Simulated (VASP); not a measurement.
# EuS3 (P4/mmm) in VASP: further runs

Runs on EuS3. Level: PBE. Tasks: single point, relaxation of cell and atoms.

Everything below comes from runs of VASP 6.6.1. Logs are shortened: lines on timing, memory, paths and dates and some standing lists are left out, and cuts for length are marked.

### 1 The cell of the first run

It takes space group P4/mmm (No. 123, tetragonal). The conventional cell has a = 4.264 Å, b = 4.264 Å, c = 4.301 Å, α = 90.00°, β = 90.00°, γ = 90.00°. Within 4.0 Å of Eu (site symmetry 4/mmm) lie 12 S at 3.01 to 3.03 Å. S (site symmetry mmm) has 8 S at 3.01 to 3.03 Å and 4 Eu at 3.03 Å within 4.0 Å. Within 4.0 Å of S (site symmetry 4/mmm) lie 4 Eu at 3.01 Å and 8 S at 3.03 Å.

### 2 Single point, PBE, collinear spin, ferromagnetic start

Input file INCAR:

```
SYSTEM = EuS3
PREC = Accurate
ENCUT = 520
EDIFF = 1E-7
ISMEAR = 0
SIGMA = 0.1
LREAL = .FALSE.
LASPH = .TRUE.
NELM = 150
ALGO = Normal
ISIF = 2
LWAVE = .FALSE.
LCHARG = .TRUE.
ISPIN = 2
MAGMOM = 7 0 0 0
LORBIT = 11
LMAXMIX = 6
GGA = PE
LELF = .TRUE.
LVHAR = .TRUE.
NBANDS = 30
```

Input file KPOINTS:

```
Automatic mesh
0
G
  4 4 4
  0 0 0
```

Input file POSCAR:

```
EuS3
1.0
    4.2637927418      0.0000000000      0.0000000000
    0.0000000000      4.2637927418      0.0000000000
    0.0000000000      0.0000000000      4.3010455341
Eu S
1 3
Direct
    0.0000000000      0.0000000000      0.0000000000
    0.0000000000      0.5000000000      0.5000000000
    0.5000000000      0.0000000000      0.5000000000
    0.5000000000      0.5000000000      0.0000000000
```

Potentials or basis: VASP PAW PBE potentials, release 64 (Eu, S).

On the command line:

```
$ cat potpaw_PBE.64/Eu/POTCAR potpaw_PBE.64/S/POTCAR > POTCAR
$ mpirun -np 1 vasp_std > vasp.out
```

OUTCAR:

```text
SYSTEM = EuS3
   PREC = Accurate
   ENCUT = 520
   EDIFF = 1E-7
   ISMEAR = 0
   LREAL = .FALSE.
   LASPH = .TRUE.
   NELM = 150
   ISIF = 2
   ISPIN = 2
   LORBIT = 11
   GGA = PE

 ion  position               nearest neighbor table
   1  0.000  0.000  0.000-   4 3.01   4 3.01   4 3.01   4 3.01   3 3.03   2 3.03   3 3.03   2 3.03
                             3 3.03   2 3.03   3 3.03   2 3.03
   2  0.000  0.500  0.500-   1 3.03   1 3.03   1 3.03   1 3.03
   3  0.500  0.000  0.500-   1 3.03   1 3.03   1 3.03   1 3.03
   4  0.500  0.500  0.000-   1 3.01   1 3.01   1 3.01   1 3.01

  LATTYP: Found a simple tetragonal cell.
 ALAT       =     4.2637927418
 C/A-ratio  =     1.0087370082

  Lattice vectors:

 A1 = (   4.2637927418,   0.0000000000,   0.0000000000)
 A2 = (   0.0000000000,   4.2637927418,   0.0000000000)
 A3 = (   0.0000000000,   0.0000000000,   4.3010455341)

Analysis of symmetry for initial positions (statically):
=====================================================================
 Subroutine PRICEL returns:
 Original cell was already a primitive cell.

 Routine SETGRP: Setting up the symmetry group for a
 simple tetragonal supercell.

 Subroutine GETGRP returns: Found 16 space group operations
 (whereof 16 operations were pure point group operations)
 out of a pool of 16 trial point group operations.

The static configuration has the point symmetry D_4h.

Analysis of symmetry for dynamics (positions and initial velocities):
=====================================================================
 Subroutine PRICEL returns:
 Original cell was already a primitive cell.

 Routine SETGRP: Setting up the symmetry group for a
 simple tetragonal supercell.

 Subroutine GETGRP returns: Found 16 space group operations
 (whereof 16 operations were pure point group operations)
 out of a pool of 16 trial point group operations.

The dynamic configuration has the point symmetry D_4h.

Analysis of structural, dynamic, and magnetic symmetry:
=====================================================================
 Subroutine PRICEL returns:
 Original cell was already a primitive cell.

 Routine SETGRP: Setting up the symmetry group for a
 simple tetragonal supercell.

 Subroutine GETGRP returns: Found 16 space group operations
 (whereof 16 operations were pure point group operations)
 out of a pool of 16 trial point group operations.

The overall configuration has the point symmetry D_4h.

 Subroutine INISYM returns: Found 16 space group operations
 (whereof 16 operations are pure point group operations),
 and found     1 'primitive' translations

----------------------------------------------------------------------------------------

                                     Primitive cell

  volume of cell :      78.1927

  direct lattice vectors                    reciprocal lattice vectors
     4.263792742  0.000000000  0.000000000     0.234532976  0.000000000  0.000000000
     0.000000000  4.263792742  0.000000000     0.000000000  0.234532976  0.000000000
     0.000000000  0.000000000  4.301045534     0.000000000  0.000000000  0.232501607

  length of vectors
     4.263792742  4.263792742  4.301045534     0.234532976  0.234532976  0.232501607

  position of ions in fractional coordinates (direct lattice)
     0.000000000  0.000000000  0.000000000
     0.000000000  0.500000000  0.500000000
     0.500000000  0.000000000  0.500000000
     0.500000000  0.500000000  0.000000000

  ion indices of the primitive-cell ions
   primitive index   ion index
                 1           1
                 2           2
                 3           3
                 4           4

----------------------------------------------------------------------------------------

 KPOINTS: Automatic mesh

Automatic generation of k-mesh.
 Grid dimensions read from file:
 generate k-points for:    4    4    4

 Generating k-lattice:

  Cartesian coordinates                     Fractional coordinates (reciprocal lattice)
     0.058633244  0.000000000  0.000000000     0.250000000  0.000000000  0.000000000
     0.000000000  0.058633244  0.000000000     0.000000000  0.250000000  0.000000000
     0.000000000  0.000000000  0.058125402     0.000000000  0.000000000  0.250000000

  Length of vectors
     0.058633244  0.058633244  0.058125402

  Shift w.r.t. Gamma in fractional coordinates (k-lattice)
     0.000000000  0.000000000  0.000000000

 Subroutine IBZKPT returns following result:
 ===========================================

 Found     18 irreducible k-points:

 Following reciprocal coordinates:
            Coordinates               Weight
  0.000000  0.000000  0.000000      1.000000
  0.250000  0.000000  0.000000      4.000000
  0.500000  0.000000  0.000000      2.000000
  0.250000  0.250000  0.000000      4.000000
  0.500000  0.250000  0.000000      4.000000
  0.500000  0.500000  0.000000      1.000000
[... 10 lines left out ...]
  0.500000  0.250000  0.500000      4.000000
  0.500000  0.500000  0.500000      1.000000
   k-points           NKPTS =     18   k-points in BZ     NKDIM =     18   number of bands    NBANDS=     30
   number of dos      NEDOS =    301   number of ions     NIONS =      4
   total plane-waves  NPLWV =  32768
   dimension x,y,z NGX =    32 NGY =   32 NGZ =   32
   dimension x,y,z NGXF=    64 NGYF=   64 NGZF=   64
   ions per type =               1   3
   NGX,Y,Z   is equivalent  to a cutoff of  12.48, 12.48, 12.37 a.u.
   NGXF,Y,Z  is equivalent  to a cutoff of  24.95, 24.95, 24.74 a.u.
 SYSTEM =  EuS3
   PREC   = accura    normal or accurate (medium, high low for compatibility)
   ISTART =      0    job   : 0-new  1-cont  2-samecut
   ICHARG =      2    charge: 1-file 2-atom 10-const
   ISPIN  =      2    spin polarized calculation?
   LNONCOLLINEAR =      F non collinear calculations
   LSORBIT =      F    spin-orbit coupling
   LASPH  =      T    aspherical Exc in radial PAW
   ENCUT  =  520.0 eV  38.22 Ry    6.18 a.u.   7.93  7.93  8.00*2*pi/ulx,y,z
   NELM   =    150;   NELMIN=  2; NELMDL= -5     # of ELM steps
   EDIFF  = 0.1E-06   stopping-criterion for ELM
   LREAL  =      F    real-space projection
   EDIFFG = 0.1E-05   stopping-criterion for IOM
   NSW    =      0    number of steps for IOM
   IBRION =     -1    ionic relax: 0-MD 1-quasi-New 2-CG
   NFREE  =      0    steps in history (QN), initial steepest desc. (CG)
   ISIF   =      2    stress and relaxation
   ISYM   =      2    0-nonsym 1-usesym 2-fastsym
   POTIM  = 0.5000    time-step for ionic-motion
   TEBEG  =    0.0;   TEEND  =   0.0 temperature during run
   PSTRESS=    0.0 pullay stress
   NELECT =      35.0000    total number of electrons
   NUPDOWN=      -1.0000    fix difference up-down
   EMIN   =  10.00;   EMAX   =-10.00  energy-range for DOS
   EFERMI =   0.00;   METHOD = LEGACY
   ISMEAR =     0;   SIGMA  =   0.10  broadening in eV -4-tet -1-fermi 0-gaus
   EFERMI_NEDOS =   21; number of points for ismear=-14 and -15
   IALGO  =     38    algorithm
   IMIX   =      4    mixing-type and parameters
     AMIX     =   0.40;   BMIX     =  1.00
     AMIX_MAG =   1.60;   BMIX_MAG =  1.00
  volume/ion in A,a.u.               =      19.55       131.92
  Fermi-wavevector in a.u.,A,eV,Ry     =   1.252301  2.366506 21.337447  1.568258
  Thomas-Fermi vector in A             =   2.386208
   LORBIT       =     11    0 simple, 1 ext, 2 COOP (PROOUT), +10 PAW based schemes
   GGA     = PE    functional components
   LHFCALC =     F    Hartree Fock is set to
   AEXX    =    0.0000 exact exchange contribution
   IVDW    =     0    specifies the selected vdW correction
   LEPSILON=     F    determine dielectric tensor
   LRPA    =     F    only Hartree local field effects (RPA)
 spin polarized calculation
 Gauss-broadening in eV      SIGMA  =   0.10
  energy-cutoff  :      520.00
  volume of cell :       78.19
 maximum number of plane-waves:      2176
 NGX is ok and might be reduce to    32
   NGX = 15   NGY = 15   NGZ = 15

 number of electron      34.9999996 magnetization       6.2847863

 Free energy of the ion-electron system (eV)
  ---------------------------------------------------
  ext. energy  EPLUGINS =         0.00000000
  ---------------------------------------------------
  free energy    TOTEN  =       -26.06151802 eV

  energy without entropy =      -26.04197946  energy(sigma->0) =      -26.05174874

 E-fermi :   5.3419     XC(G=0): -10.7178

 val. band max:        5.3241936557   @ k =   0.5000   0.2500   0.0000
 cond. band min:       5.3525501188   @ k =   0.5000   0.0000   0.0000
 fundamental gap:      0.0283564631
 Fermi energy:         5.3418509130

 spin component 1

 k-point     1 :       0.0000    0.0000    0.0000
  band No.  band energies     occupation
      1     -35.7547      1.00000
      2     -14.4013      1.00000
      3     -14.3949      1.00000
      4     -14.3949      1.00000
      5      -9.1105      1.00000
      6      -5.8125      1.00000
[... 543 lines left out ...]
      6      -6.9427      1.00000
[... 21 lines left out ...]
     28      10.0968      0.00000
     29      10.1828      0.00000
 Fermi energy:         5.3418509130

 spin component 2

 k-point     1 :       0.0000    0.0000    0.0000
  band No.  band energies     occupation
      1     -32.8052      1.00000
      2     -12.3112      1.00000
      3     -12.3028      1.00000
      4     -12.3028      1.00000
      5      -9.1641      1.00000
      6      -5.9133      1.00000
[... 543 lines left out ...]
      6      -7.0358      1.00000
[... 21 lines left out ...]
     28      11.0196      0.00000
     29      11.1182      0.00000
 [bands above 29 left out]

------------------------ aborting loop because EDIFF is reached ----------------------------------------

  FORCE on cell =-STRESS in cart. coord.  units (eV):
  Direction    XX          YY          ZZ          XY          YZ          ZX
  --------------------------------------------------------------------------------------
  -------------------------------------------------------------------------------------
  Total       -0.1984174     -0.1984174     -0.0830605      0.0000000      0.0000000      0.0000000
  in kB       -4.0655950     -4.0655950     -1.7019189      0.0000000      0.0000000      0.0000000
  external PRESSURE =      -3.2777030 kB  Pullay stress =       0.0000000 kB

 VOLUME and BASIS-vectors are now :
 -----------------------------------------------------------------------------
  energy-cutoff  :      520.00
  volume of cell :       78.19
      direct lattice vectors                 reciprocal lattice vectors
     4.263792742  0.000000000  0.000000000     0.234532976  0.000000000  0.000000000
     0.000000000  4.263792742  0.000000000     0.000000000  0.234532976  0.000000000
     0.000000000  0.000000000  4.301045534     0.000000000  0.000000000  0.232501607

 POSITION                                       TOTAL-FORCE (eV/Angst)
 -----------------------------------------------------------------------------------
      0.00000      0.00000      0.00000         0.000000      0.000000      0.000000
      0.00000      2.13190      2.15052         0.000000      0.000000      0.000000
      2.13190      0.00000      2.15052         0.000000      0.000000      0.000000
      2.13190      2.13190      0.00000         0.000000      0.000000      0.000000
 -----------------------------------------------------------------------------------
    total drift:                                0.000000     -0.000000     -0.000000

  FREE ENERGIE OF THE ION-ELECTRON SYSTEM (eV)
  ---------------------------------------------------
  free  energy   TOTEN  =       -26.0615180244 eV

  energy  without entropy=      -26.0419794637  energy(sigma->0) =      -26.05174874

 total charge

# of ion       s       p       d       f       tot
--------------------------------------------------
    1        2.026   5.734   0.381   6.484  14.625
    2        1.398   2.197   0.000   0.000   3.595
    3        1.398   2.197   0.000   0.000   3.595
    4        1.396   2.205   0.000   0.000   3.601
--------------------------------------------------
tot          6.218  12.334   0.381   6.484  25.416

 magnetization (x)

# of ion       s       p       d       f       tot
--------------------------------------------------
    1       -0.014  -0.112   0.055   6.397   6.327
    2       -0.002  -0.073   0.000   0.000  -0.075
    3       -0.002  -0.073   0.000   0.000  -0.075
    4       -0.002  -0.069   0.000   0.000  -0.071
--------------------------------------------------
tot         -0.020  -0.327   0.055   6.397   6.106
```

Wall time 72 s (1 thread of Intel Xeon 6975P-C (Granite Rapids), shared host); peak memory 0.24 GiB.

What came out:

```yaml
Free_energy: -26.0615 eV
Pressure: -0.3 GPa
Net_moment: 6.28 μB per cell
Site_moments: Eu +6.33; S -0.07 μB
Valence_electrons_inside_the_program's_atomic_spheres: Eu 14.62; S 3.60
```

Levels at points of the mesh, in eV from the Fermi level:
Spin up:
```tsv
k point	band 19	band 20	band 21	band 22	band 23	band 24
(0.00, 0.00, 0.00)	0.16	0.16	1.03	1.04	1.04	1.89
(0.50, 0.00, 0.00)	-0.35	-0.20	-0.19	-0.02	0.03	3.25
(0.50, 0.50, 0.00)	-0.40	-0.23	-0.23	0.56	1.07	3.96
(0.00, 0.00, 0.50)	-0.35	-0.18	-0.18	0.07	0.07	3.25
(0.50, 0.00, 0.50)	-0.40	-0.24	-0.23	0.46	0.99	3.91
(0.50, 0.50, 0.50)	1.10	1.19	1.22	1.22	1.27	3.15
```
Spin down:
```csv
k point,band 10,band 11,band 12,band 13,band 14,band 15,band 16,band 17,band 18,band 19
"(0.00, 0.00, 0.00)",-4.37,-1.46,-1.46,-1.46,0.98,0.98,0.98,2.38,2.47,3.26
"(0.50, 0.00, 0.00)",-3.13,-2.92,-2.32,-2.30,-1.82,-0.04,0.01,3.94,4.02,4.12
"(0.50, 0.50, 0.00)",-3.07,-3.07,-2.31,-2.13,-2.13,0.50,1.04,4.12,4.12,4.15
"(0.00, 0.00, 0.50)",-3.08,-2.93,-2.28,-2.28,-1.81,0.04,0.04,3.95,4.03,4.13
"(0.50, 0.00, 0.50)",-3.05,-3.03,-2.29,-2.13,-2.13,0.41,0.97,4.10,4.11,4.14
"(0.50, 0.50, 0.50)",-4.33,-4.33,0.63,0.63,0.70,1.08,1.17,3.60,4.24,4.24
```

Caveat: the k points lie up to 0.37 Å⁻¹ apart; spin-orbit coupling is left out, which moves the levels of the heavy elements; a cell with one magnetic atom can't hold antiferromagnetic order, which such compounds often take; without U or exact exchange the open f shell lies at the Fermi level, which spoils levels, moments and volumes. The state reached can hang on the start; a lower one may exist.

### 3 Single point, PBE, collinear spin, ferromagnetic start

This run uses another cell than the first one, of 20.97 Å³/atom, 1.073 times its volume.

Input file INCAR:

```
SYSTEM = EuS3
PREC = Accurate ; ENCUT = 520
EDIFF = 1E-6 ; ISMEAR = 0
SIGMA = 0.1 ; LREAL = .False.
LASPH = .True. ; NELM = 150
ALGO = Normal ; ISIF = 2
LWAVE = .False. ; LCHARG = .True.
ISPIN = 2 ; MAGMOM = 7 0 0 0
LORBIT = 11 ; LMAXMIX = 6
GGA = PE ; LELF = .True.
LVHAR = .True. ; NBANDS = 30
```

Input file KPOINTS:

```
Automatic mesh
0
Gamma
  4 4 4
  0 0 0
```

Input file POSCAR:

```
EuS3
1.0
    4.3694093900      0.0000000000      0.0000000000
    0.0000000000      4.3694093900      0.0000000000
    0.0000000000      0.0000000000      4.3927921000
Eu S
1 3
Direct
    0.0000000000      0.0000000000      0.0000000000
    0.0000000000      0.5000000000      0.5000000000
    0.5000000000      0.0000000000      0.5000000000
    0.5000000000      0.5000000000      0.0000000000
```

Potentials or basis: VASP PAW PBE potentials, release 64 (Eu, S).

On the command line:

```
$ cat potpaw_PBE.64/Eu/POTCAR potpaw_PBE.64/S/POTCAR > POTCAR
$ mpirun -np 1 vasp_std > vasp.out
```

Wall time 80 s (1 thread of Intel Xeon 6975P-C (Granite Rapids), shared host); peak memory 0.26 GiB.

The run converged. Its results:

* Free energy: -25.9767 eV
* Pressure: -4.4 GPa
* Net moment: 6.29 μB per cell
* Site moments: Eu +6.35; S -0.08 μB
* Valence electrons inside the program's atomic spheres: Eu 14.58; S 3.58

Stress tensor (GPa, compression positive):
```
-4.40  0.00  0.00
 0.00 -4.40  0.00
 0.00  0.00 -4.28
```

Levels at points of the mesh, in eV from the Fermi level:
Spin up:
```tsv
k point	band 19	band 20	band 21	band 22	band 23	band 24
(0.00, 0.00, 0.00)	0.13	0.13	0.91	0.91	0.91	2.04
(0.50, 0.00, 0.00)	-0.33	-0.19	-0.19	0.02	0.05	3.34
(0.50, 0.50, 0.00)	-0.37	-0.24	-0.24	0.50	0.95	3.94
(0.00, 0.00, 0.50)	-0.33	-0.19	-0.19	0.07	0.07	3.34
(0.50, 0.00, 0.50)	-0.37	-0.24	-0.23	0.44	0.91	3.91
(0.50, 0.50, 0.50)	1.00	1.05	1.08	1.08	1.11	3.13
```
Spin down:
| k point | band 12 | band 13 | band 14 | band 15 | band 16 | band 17 |
| --- | --- | --- | --- | --- | --- | --- |
| (0.00, 0.00, 0.00) | -1.33 | -1.33 | 0.85 | 0.85 | 0.85 | 2.53 |
| (0.50, 0.00, 0.00) | -2.13 | -2.12 | -1.68 | -0.02 | 0.01 | 4.05 |
| (0.50, 0.50, 0.00) | -2.05 | -2.03 | -2.03 | 0.42 | 0.91 | 4.19 |
| (0.00, 0.00, 0.50) | -2.11 | -2.11 | -1.67 | 0.03 | 0.03 | 4.05 |
| (0.50, 0.00, 0.50) | -2.04 | -2.03 | -2.03 | 0.37 | 0.87 | 4.18 |
| (0.50, 0.50, 0.50) | 0.56 | 0.56 | 0.60 | 0.97 | 1.01 | 3.57 |

Caveat: spin-orbit coupling is left out, which moves the levels of the heavy elements; a cell with one magnetic atom can't hold antiferromagnetic order, which such compounds often take; without U or exact exchange the open f shell lies at the Fermi level, which spoils levels, moments and volumes. The state reached can hang on the start; a lower one may exist.

(Part 1 of 2 ends here.)
